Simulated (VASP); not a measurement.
AlCo3:

```
CELL_PARAMETERS angstrom
3.57605 0.00000 0.00000
0.00000 3.57605 0.00000
0.00000 0.00000 3.57605
ATOMIC_POSITIONS crystal
Al 0.00000 0.00000 0.00000
Co 0.50000 0.50000 0.00000
Co 0.50000 0.00000 0.50000
Co 0.00000 0.50000 0.50000
```

Base run:

- Program: VASP 6.6.1
- Functional: PBEsol
- Potentials or basis: VASP PAW PBE potentials, release 64 (Al, Co)
- Cutoff: 520 eV
- k mesh: 12 × 12 × 12
- Occupations: gaussian, width 0.1 eV
- Spin: collinear spin, ferromagnetic start
- Starting moments: [0.0, 1.49, 1.49, 1.49] μB

Its results: net moment 3.86 μB per cell; site moments Al -0.04; Co +1.32 μB.

Task: The run is repeated on the same cell with these changes: functional from PBEsol to r2SCAN; moments at the start from [0.0, 1.49, 1.49, 1.49] to [0.0, 3.0, 3.0, 3.0]. What comes out?

Result: Net moment 4.50 μB per cell; site moments Al -0.04; Co +1.58 μB.
